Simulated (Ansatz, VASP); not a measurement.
**Al2Si in VASP and in Ansatz**

```
Al Si
1.0
     2.88206    0.00000    0.00000
     0.00000    2.88206    0.00000
     0.00000    0.00000    6.24984
Al Si
2 1
Cartesian
  1.4410 1.4410 1.8132
  1.4410 1.4410 4.4366
  0.0000 0.0000 0.0000
```

Change from the starting cell: species swapped into the Ga2Cu type (P4/mmm, No. 123).

Alike in both runs: task relaxation of cell and atoms; functional PBE; k mesh 16 × 16 × 8; occupations gaussian, width 0.1 eV; no spin polarisation.

```csv
,VASP,Ansatz
version,VASP 6.6.1,Ansatz 0.2.0
potentials or method,"VASP PAW PBE potentials, release 64 (Al, Si), cutoff 600 eV","scalar-relativistic, plane waves, PAW"
valence electrons in the cell,10,10
```

|  | VASP | Ansatz | Ansatz less VASP |
| --- | --- | --- | --- |
| gap on the k mesh at the Fermi level, each at its own relaxed structure (eV) | none | none | - |
| relaxed volume (Å³/atom) | 17.28 | 17.28 | -0.001 |
| relaxed cell length with the largest relative difference (Å) | 6.370 | 6.393 | +0.0232 |

A gap of «none» marks a metal or a gap that the smearing closes.
